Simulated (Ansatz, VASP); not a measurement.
## Two plane-wave programs on SiC

Contents of POSCAR:

```
SiC
1.0
    3.0760000000      0.0000000000      0.0000000000
   -1.5380000000      2.6638941420      0.0000000000
    0.0000000000      0.0000000000      5.0480000000
Si C
2 2
Direct
    0.6666666667      0.3333333333      0.5000000000
    0.3333333333      0.6666666667      0.0000000000
    0.6666666667      0.3333333333      0.8850000000
    0.3333333333      0.6666666667      0.3850000000
```

Contents of INCAR.step1:

```
SYSTEM = SiC
  PREC = Accurate
  ENCUT = 520
  EDIFF = 1E-5
  ISMEAR = -1
  SIGMA = 0.05
  LREAL = .FALSE.
  LASPH = .TRUE.
  NELM = 60
  ALGO = Normal
  ISIF = 2
  LWAVE = .TRUE.
  LCHARG = .FALSE.
  NBANDS = 16
  GGA = PE
```

INCAR.step2

```
SYSTEM = SiC
  PREC = Accurate
  ENCUT = 520
  EDIFF = 1E-7
  ISMEAR = -1
  SIGMA = 0.05
  LREAL = .FALSE.
  LASPH = .TRUE.
  NELM = 60
  ALGO = Normal
  ISIF = 2
  LWAVE = .FALSE.
  LCHARG = .FALSE.
  GGA = PE
  LHFCALC = .TRUE.
  AEXX = 0.15
  HFSCREEN = 0.2078699
  PRECFOCK = Normal
  NBANDS = 16
  ISTART = 1
```

KPOINTS

```
regular mesh
0
G
  6 6 3
  0 0 0
```

Contents of input.yaml:

```yaml
crystal:
  lattice:
    - [3.076, 0.0, 0.0]
    - [-1.538, 2.663894142, 0.0]
    - [0.0, 0.0, 5.048]
  atoms:
    - { symbol: Si, position: [0.6666666667, 0.3333333333, 0.5] }
    - { symbol: Si, position: [0.3333333333, 0.6666666667, 0.0] }
    - { symbol: C, position: [0.6666666667, 0.3333333333, 0.885] }
    - { symbol: C, position: [0.3333333333, 0.6666666667, 0.385] }
hamiltonian:
  xc:
    exchange: pbe
    correlation: pbe
    exx: { coeff: 0.15, omega: 0.2078699 }
  pseudopotentials: { kind: paw }
kpoints:
  mp_grid: { grid: [6, 6, 3] }
scf:
  occupations: { method: fermi_dirac, width: 0.05 }
output:
  forces: true
  stress: true
  eigenvalues: true
  write_density: true
  write_potential: true
  elf: true
  volumetric_format: npy
```

Alike in both runs: task single point; functional PBE-based screened hybrid; k mesh 6 × 6 × 3; occupations fermi-dirac, width 0.05 eV; no spin polarisation.

|  | VASP | Ansatz |
| --- | --- | --- |
| version | VASP 6.6.1 | Ansatz 0.2.0 |
| potentials or method | VASP PAW PBE potentials, release 64 (Si, C) | Ansatz PAW |
| plane-wave cutoff (eV) | 520 | 420 |
| valence electrons in the cell | 16 | 16 |

```csv
,VASP,Ansatz,Ansatz less VASP
gap on the k mesh at the Fermi level (eV),2.83,2.83,-0.002
least direct gap on the mesh (eV),4.73,4.73,-0.001
pressure (GPa),0.6,0.8,+0.24
"traceless stress, the component that is largest in VASP (GPa)",-3.19,-3.24,-0.054
rms of the force components (eV/Å),0.440,0.440,-0.0001
```

VASP's potentials were made for PBE, not for PBE-based screened hybrid. Atom by atom the forces differ by 0.000 eV/Å (rms over components).

Noted on Ansatz's run: odd divisions of the mesh miss points on the zone boundary, where band edges often lie, so the gap on the mesh can be too wide.
